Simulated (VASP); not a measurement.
# Be2C (Fm-3m) in VASP: single point with PBE

Aim: the single point of Be2C with PBE.

Program: VASP 6.6.1. These are calculated values, not measurements. Logs are shortened: lines on timing, memory, paths and dates and some standing lists are left out, and cuts for length are marked.

### Step 1. The cell of the first run

The structure is cubic, space group Fm-3m (No. 225). The conventional cell has a = 4.331 Å, b = 4.331 Å, c = 4.331 Å, α = 90.00°, β = 90.00°, γ = 90.00°. Within 2.5 Å of Be (site symmetry -43m) lie 4 C at 1.88 Å and 6 Be at 2.17 Å. Within 2.5 Å of C (site symmetry m-3m) lie 8 Be at 1.88 Å.

### Step 2. Single point, PBE

Contents of INCAR:

```
PREC = Accurate ; ENCUT = 600
EDIFF = 1E-6 ; ISMEAR = -1
SIGMA = 0.1 ; LREAL = False
LASPH = True ; NELM = 120
ALGO = Normal ; ISIF = 2
LWAVE = False ; LCHARG = False
GGA = PE ; NBANDS = 11
GGA_COMPAT = False
```

Contents of KPOINTS:

```
Automatic mesh
0
Gamma
  10 10 10
```

Contents of POSCAR:

```
Be2C
1.0
    0.0000000000      2.1655850000      2.1655850000
    2.1655850000      0.0000000000      2.1655850000
    2.1655850000      2.1655850000      0.0000000000
Be C
2 1
Direct
    0.2500000000      0.2500000000      0.2500000000
    0.7500000000      0.7500000000      0.7500000000
    0.0000000000      0.0000000000      0.0000000000
```

Potentials or basis: VASP PAW PBE potentials, release 64 (Be, C).

On the command line:

```
$ cat potpaw_PBE.64/Be/POTCAR potpaw_PBE.64/C/POTCAR > POTCAR
$ mpirun -np 1 vasp_std > vasp.out
```

OUTCAR:

```text
PREC = Accurate
   ENCUT = 600
   EDIFF = 1E-6
   ISMEAR = -1
   LREAL = False
   LASPH = True
   NELM = 120
   ISIF = 2
   GGA = PE

 ion  position               nearest neighbor table
   1  0.250  0.250  0.250-   3 1.88   3 1.88   3 1.88   3 1.88   2 2.17   2 2.17   2 2.17   2 2.17
                             2 2.17   2 2.17
   2  0.750  0.750  0.750-   3 1.88   3 1.88   3 1.88   3 1.88   1 2.17   1 2.17   1 2.17   1 2.17
                             1 2.17   1 2.17
   3  0.000  0.000  0.000-   2 1.88   2 1.88   2 1.88   1 1.88   2 1.88   1 1.88   1 1.88   1 1.88

  LATTYP: Found a face centered cubic cell.
 ALAT       =     4.3311700000

  Lattice vectors:

 A1 = (   0.0000000000,   2.1655850000,   2.1655850000)
 A2 = (   2.1655850000,   0.0000000000,   2.1655850000)
 A3 = (   2.1655850000,   2.1655850000,   0.0000000000)

Analysis of symmetry for initial positions (statically):
=====================================================================
 Subroutine PRICEL returns:
 Original cell was already a primitive cell.

 Routine SETGRP: Setting up the symmetry group for a
 face centered cubic supercell.

 Subroutine GETGRP returns: Found 48 space group operations
 (whereof 48 operations were pure point group operations)
 out of a pool of 48 trial point group operations.

The static configuration has the point symmetry O_h .

Analysis of symmetry for dynamics (positions and initial velocities):
=====================================================================
 Subroutine PRICEL returns:
 Original cell was already a primitive cell.

 Routine SETGRP: Setting up the symmetry group for a
 face centered cubic supercell.

 Subroutine GETGRP returns: Found 48 space group operations
 (whereof 48 operations were pure point group operations)
 out of a pool of 48 trial point group operations.

The dynamic configuration has the point symmetry O_h .

 Subroutine INISYM returns: Found 48 space group operations
 (whereof 48 operations are pure point group operations),
 and found     1 'primitive' translations

----------------------------------------------------------------------------------------

                                     Primitive cell

  volume of cell :      20.3121

  direct lattice vectors                    reciprocal lattice vectors
     0.000000000  2.165585000  2.165585000    -0.230884495  0.230884495  0.230884495
     2.165585000  0.000000000  2.165585000     0.230884495 -0.230884495  0.230884495
     2.165585000  2.165585000  0.000000000     0.230884495  0.230884495 -0.230884495

  length of vectors
     3.062599677  3.062599677  3.062599677     0.399903677  0.399903677  0.399903677

  position of ions in fractional coordinates (direct lattice)
     0.250000000  0.250000000  0.250000000
     0.750000000  0.750000000  0.750000000
     0.000000000  0.000000000  0.000000000

  ion indices of the primitive-cell ions
   primitive index   ion index
                 1           1
                 2           2
                 3           3

----------------------------------------------------------------------------------------

 KPOINTS: Automatic mesh

Automatic generation of k-mesh.
 Grid dimensions read from file:
 generate k-points for:   10   10   10

 Generating k-lattice:

  Cartesian coordinates                     Fractional coordinates (reciprocal lattice)
    -0.023088450  0.023088450  0.023088450     0.100000000  0.000000000  0.000000000
     0.023088450 -0.023088450  0.023088450     0.000000000  0.100000000  0.000000000
     0.023088450  0.023088450 -0.023088450     0.000000000  0.000000000  0.100000000

  Length of vectors
     0.039990368  0.039990368  0.039990368

  Shift w.r.t. Gamma in fractional coordinates (k-lattice)
     0.000000000  0.000000000  0.000000000

 Subroutine IBZKPT returns following result:
 ===========================================

 Found     47 irreducible k-points:

 Following reciprocal coordinates:
            Coordinates               Weight
  0.000000  0.000000  0.000000      1.000000
  0.100000  0.000000  0.000000      8.000000
  0.200000  0.000000  0.000000      8.000000
  0.300000  0.000000  0.000000      8.000000
  0.400000  0.000000  0.000000      8.000000
  0.500000  0.000000  0.000000      4.000000
[... 16 lines left out ...]
  0.300000  0.300000  0.000000      6.000000
  0.400000  0.300000  0.000000     24.000000
 [... further k-points ...]
   k-points           NKPTS =     47   k-points in BZ     NKDIM =     47   number of bands    NBANDS=     11
   number of dos      NEDOS =    301   number of ions     NIONS =      3
   total plane-waves  NPLWV =  13824
   dimension x,y,z NGX =    24 NGY =   24 NGZ =   24
   dimension x,y,z NGXF=    48 NGYF=   48 NGZF=   48
   ions per type =               2   1
   NGX,Y,Z   is equivalent  to a cutoff of  13.03, 13.03, 13.03 a.u.
   NGXF,Y,Z  is equivalent  to a cutoff of  26.06, 26.06, 26.06 a.u.
 SYSTEM =  unknown system
   PREC   = accura    normal or accurate (medium, high low for compatibility)
   ISTART =      0    job   : 0-new  1-cont  2-samecut
   ICHARG =      2    charge: 1-file 2-atom 10-const
   ISPIN  =      1    spin polarized calculation?
   LNONCOLLINEAR =      F non collinear calculations
   LSORBIT =      F    spin-orbit coupling
   LASPH  =      T    aspherical Exc in radial PAW
   ENCUT  =  600.0 eV  44.10 Ry    6.64 a.u.   6.12  6.12  6.12*2*pi/ulx,y,z
   NELM   =    120;   NELMIN=  2; NELMDL= -5     # of ELM steps
   EDIFF  = 0.1E-05   stopping-criterion for ELM
   LREAL  =      F    real-space projection
   EDIFFG = 0.1E-04   stopping-criterion for IOM
   NSW    =      0    number of steps for IOM
   IBRION =     -1    ionic relax: 0-MD 1-quasi-New 2-CG
   NFREE  =      0    steps in history (QN), initial steepest desc. (CG)
   ISIF   =      2    stress and relaxation
   ISYM   =      2    0-nonsym 1-usesym 2-fastsym
   POTIM  = 0.5000    time-step for ionic-motion
   TEBEG  =    0.0;   TEEND  =   0.0 temperature during run
   PSTRESS=    0.0 pullay stress
   NELECT =       8.0000    total number of electrons
   NUPDOWN=      -1.0000    fix difference up-down
   EMIN   =  10.00;   EMAX   =-10.00  energy-range for DOS
   EFERMI =   0.00;   METHOD = LEGACY
   ISMEAR =    -1;   SIGMA  =   0.10  broadening in eV -4-tet -1-fermi 0-gaus
   EFERMI_NEDOS =   21; number of points for ismear=-14 and -15
   IALGO  =     38    algorithm
   IMIX   =      4    mixing-type and parameters
     AMIX     =   0.40;   BMIX     =  1.00
     AMIX_MAG =   1.60;   BMIX_MAG =  1.00
  volume/ion in A,a.u.               =       6.77        45.69
  Fermi-wavevector in a.u.,A,eV,Ry     =   1.200014  2.267697 19.592842  1.440033
  Thomas-Fermi vector in A             =   2.335861
   LORBIT       =      0    0 simple, 1 ext, 2 COOP (PROOUT), +10 PAW based schemes
   GGA     = PE    functional components
   LHFCALC =     F    Hartree Fock is set to
   AEXX    =    0.0000 exact exchange contribution
   IVDW    =     0    specifies the selected vdW correction
   LEPSILON=     F    determine dielectric tensor
   LRPA    =     F    only Hartree local field effects (RPA)
 non-spin polarized calculation
  energy-cutoff  :      600.00
  volume of cell :       20.31
 maximum number of plane-waves:       700
   NGX = 13   NGY = 13   NGZ = 13

 number of electron       8.0000000 magnetization

 Free energy of the ion-electron system (eV)
  ---------------------------------------------------
  ext. energy  EPLUGINS =         0.00000000
  ---------------------------------------------------
  free energy    TOTEN  =       -17.45700714 eV

  energy without entropy =      -17.45697167  energy(sigma->0) =      -17.45698941

 E-fermi :   8.3183     XC(G=0): -11.4332

 val. band max:        7.7155389537   @ k =   0.0000   0.0000   0.0000
 cond. band min:       8.8726312710   @ k =   0.5000   0.5000   0.0000
 fundamental gap:      1.1570923173
 Fermi energy:         8.3182772842

 k-point     1 :       0.0000    0.0000    0.0000
  band No.  band energies     occupation
      1      -7.3142      2.00000
      2       7.7155      1.99519
      3       7.7155      1.99519
      4       7.7155      1.99519
      5      11.8412      0.00000
      6      11.8412      0.00000
      7      11.8412      0.00000
      8      14.4509      0.00000
      9      20.8741      0.00000
     10      20.8741      0.00000
     11      20.8741      0.00000

 k-point     2 :       0.1000    0.0000    0.0000
  band No.  band energies     occupation
      1      -7.1547      2.00000
      2       6.3932      2.00000
      3       7.4116      1.99977
      4       7.4116      1.99977
      5      12.2843      0.00000
      6      12.2843      0.00000
      7      12.6655      0.00000
      8      14.8343      0.00000
      9      19.8247      0.00000
     10      19.8247      0.00000
     11      21.2561      0.00000

 k-point     3 :       0.2000    0.0000    0.0000
  band No.  band energies     occupation
      1      -6.6825      2.00000
      2       4.0643      2.00000
      3       6.8272      2.00000
      4       6.8272      2.00000
      5      13.0248      0.00000
      6      13.0248      0.00000
      7      13.5611      0.00000
      8      15.8269      0.00000
      9      18.9089      0.00000
     10      18.9089      0.00000
     11      22.3127      0.00000
[... 267 lines left out ...]
 k-point    23 :       0.3000    0.3000    0.0000
  band No.  band energies     occupation
      1      -5.4998      2.00000
      2       3.6206      2.00000
      3       4.0408      2.00000
      4       4.0408      2.00000
      5      10.7694      0.00000
      6      12.8584      0.00000
      7      17.2902      0.00000
      8      17.2902      0.00000
      9      20.6463      0.00000
     10      25.0788      0.00000
     11      25.0788      0.00000

 k-point    24 :       0.4000    0.3000    0.0000
  band No.  band energies     occupation
      1      -4.8375      2.00000
      2       2.2348      2.00000
      3       3.5481      2.00000
      4       3.7014      2.00000
      5      10.4382      0.00000
      6      13.4680      0.00000
      7      17.9784      0.00000
      8      18.1250      0.00000
      9      21.5808      0.00000
     10      24.6180      0.00000
     11      25.3338      0.00000

 [... further k-points ...]

------------------------ aborting loop because EDIFF is reached ----------------------------------------

  FORCE on cell =-STRESS in cart. coord.  units (eV):
  Direction    XX          YY          ZZ          XY          YZ          ZX
  --------------------------------------------------------------------------------------
  -------------------------------------------------------------------------------------
  Total       -0.0159423     -0.0159423     -0.0159423      0.0000000     -0.0000000      0.0000000
  in kB       -1.2574924     -1.2574924     -1.2574924      0.0000000     -0.0000000      0.0000000
  external PRESSURE =      -1.2574924 kB  Pullay stress =       0.0000000 kB

 VOLUME and BASIS-vectors are now :
 -----------------------------------------------------------------------------
  energy-cutoff  :      600.00
  volume of cell :       20.31
      direct lattice vectors                 reciprocal lattice vectors
     0.000000000  2.165585000  2.165585000    -0.230884495  0.230884495  0.230884495
     2.165585000  0.000000000  2.165585000     0.230884495 -0.230884495  0.230884495
     2.165585000  2.165585000  0.000000000     0.230884495  0.230884495 -0.230884495

 POSITION                                       TOTAL-FORCE (eV/Angst)
 -----------------------------------------------------------------------------------
      1.08279      1.08279      1.08279         0.000000      0.000000      0.000000
      3.24838      3.24838      3.24838        -0.000000     -0.000000     -0.000000
      0.00000      0.00000      0.00000         0.000000      0.000000     -0.000000
 -----------------------------------------------------------------------------------
    total drift:                               -0.000000     -0.000000      0.000000

  FREE ENERGIE OF THE ION-ELECTRON SYSTEM (eV)
  ---------------------------------------------------
  free  energy   TOTEN  =       -17.4570071408 eV

  energy  without entropy=      -17.4569716734  energy(sigma->0) =      -17.45698941
```

Wall time 5.4 s (1 thread of Intel Xeon Platinum 8559C (Emerald Rapids), shared host); peak memory 0.13 GiB.

Results:

```
Free energy            : -17.4570 eV
Pressure               : -0.1 GPa
Band gap on the k mesh : 1.16 eV, indirect (least direct gap 4.13 eV)
```

Levels at points of the mesh, in eV from the valence-band top:
```csv
k point,band 2,band 3,band 4,band 5,band 6,band 7
"(0.00, 0.00, 0.00)",0.00,0.00,0.00,4.13,4.13,4.13
"(0.50, 0.00, 0.00)",-8.72,-1.83,-1.83,5.00,5.00,6.99
"(0.50, 0.50, 0.00)",-6.77,-4.72,-4.72,1.16,5.72,13.23
```

A k mesh can miss the band edges. A hybrid or GW would open this gap; PBE tends to underestimate it.
